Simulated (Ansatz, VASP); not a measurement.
# Cs2RhC in VASP and in Ansatz

```
CELL_PARAMETERS angstrom
6.06266 0.00000 0.00000
-3.03133 5.25042 0.00000
0.00000 0.00000 3.85585
ATOMIC_POSITIONS crystal
Cs 0.33333 0.66667 0.00000
Cs 0.66667 0.33333 0.00000
Rh 0.00000 0.00000 0.50000
C 0.00000 0.00000 0.00000
```

Alike in both runs: functional PBE; k mesh 6 × 6 × 4; occupations gaussian, width 0.1 eV; no spin polarisation.

Ansatz relaxed the structure, and its values are those at the end. VASP's run is a single point on that final structure, the one shown.

|  | VASP | Ansatz |
| --- | --- | --- |
| version | VASP 6.6.1 | Ansatz 0.2.0 |
| potentials or method | VASP PAW PBE potentials, release 64 (Cs_sv, Rh_pv, C), cutoff 520 eV | scalar-relativistic, plane waves, PAW |
| valence electrons in the cell | 37 | 39 |

```csv
,VASP,Ansatz,Ansatz less VASP
gap on the k mesh at the Fermi level (eV),none,none,-
pressure (GPa),0.3,0.2,-0.07
```

A gap of «none» marks a metal or a gap that the smearing closes. VASP's potentials hold 37 valence electrons a cell and Ansatz's 39, so a difference there can come from the potentials and not from the codes.

The k mesh is coarse, so the values compare programs but aren't converged. Spin-orbit coupling is off throughout.
